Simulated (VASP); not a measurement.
Runs of VASP 6.6.1 on Al2P3. The structure is that of space group Amm2 (No. 38), or close to it. The cells are those of the table. 

```csv
task,cell,k mesh,cutoff (eV),k mesh for the DOS,occupations for the DOS,gap on the mesh (eV),pressure (GPa),relaxed volume (Å³/atom),largest force (eV/Å)
relaxation of cell and atoms,"relaxed from a = 3.294, b = 5.960, c = 5.960 Å, angles 128.9, 90.0, 90.0°, 5 atoms",6 × 4 × 4,600,-,-,none,0.2,18.66,0.04
single point,"a = 3.219, b = 6.117, c = 6.117 Å, angles 131.2, 90.0, 90.0°, 5 atoms",12 × 8 × 8,520,-,-,none,-0.1,-,0.01
single point,"a = 4.637, b = 4.759, c = 4.759 Å, angles 111.4, 90.0, 90.0°, 5 atoms",4 × 4 × 4,520,-,-,none,33.0,-,14.66
single point,"a = 3.294, b = 5.960, c = 5.960 Å, angles 128.9, 90.0, 90.0°, 5 atoms",4 × 4 × 4,520,-,-,none,(b),-,0.02
single point,"a = 3.354, b = 6.141, c = 6.141 Å, angles 132.0, 90.0, 90.0°, 5 atoms",6 × 4 × 4,520,-,-,none,-0.1,-,0.01
relaxation of cell and atoms,"relaxed from a = 4.637, b = 4.759, c = 4.759 Å, angles 111.4, 90.0, 90.0°, 5 atoms",4 × 4 × 4,600,-,-,none,0.0,(a),0.02
```

Alike in all rows: level PBE; potentials or basis VASP PAW PBE potentials, release 64 (Al, P); no spin polarisation; smearing gaussian 0.1 eV.

Task: Fill in the values left out.

Result: (a) 18.54; (b) -0.2.

Caveats: some runs use coarse meshes; forces of over 1 eV/Å act on the atoms, so gaps and moduli don't describe the material at rest (some runs).

A gap of «none» marks levels without a gap at the run's occupations.
